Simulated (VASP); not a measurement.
Wanted: the native input for a VASP 6.6.1 run.

| Property | Result |
| --- | --- |
| Task | single point |
| Functional | PBEsol |
| Potentials or basis | VASP PAW PBE potentials, release 64 (Ta_pv) |
| Cutoff | 520 eV |
| k mesh | 24 × 24 × 24 |
| Occupations | fermi-dirac, width 0.1 eV |
| Spin | no spin polarisation |
| Dipole correction | no |
| Further INCAR settings | ALGO = Normal; EDIFF = 1e-06; NBANDS = 12 |

The structure of Ta lies in POSCAR:

```
Ta
1.0
   -1.6411113355      1.6411113355      1.6411113355
    1.6411113355     -1.6411113355      1.6411113355
    1.6411113355      1.6411113355     -1.6411113355
Ta
1
Direct
    0.0000000000      0.0000000000      0.0000000000
```

One way to write it, as run:

INCAR

```
SYSTEM = Ta
PREC = Accurate
ENCUT = 520
EDIFF = 1E-6
ISMEAR = -1
SIGMA = 0.1
LREAL = .False.
LASPH = .True.
NELM = 80
ALGO = Normal
ISIF = 2
LWAVE = .False.
LCHARG = .True.
GGA = PS
LELF = .True.
LVHAR = .True.
NBANDS = 12
```

KPOINTS

```
Automatic mesh
0
Gamma
  24 24 24
  0 0 0
```

Potentials or basis: VASP PAW PBE potentials, release 64 (Ta_pv).

Run with:

```sh
$ cat potpaw_PBE.64/Ta_pv/POTCAR > POTCAR
$ mpirun -np 1 vasp_std > vasp.out
```

It gave:

- Pressure: 0.2 GPa

Caveat: the PAW data sets were made with another functional, which shifts forces and pressure a little.

Run time: 88 s on 1 thread of AMD EPYC 7R43 64-Core Processor (Zen 3), on a shared host, peak memory 0.17 GiB.
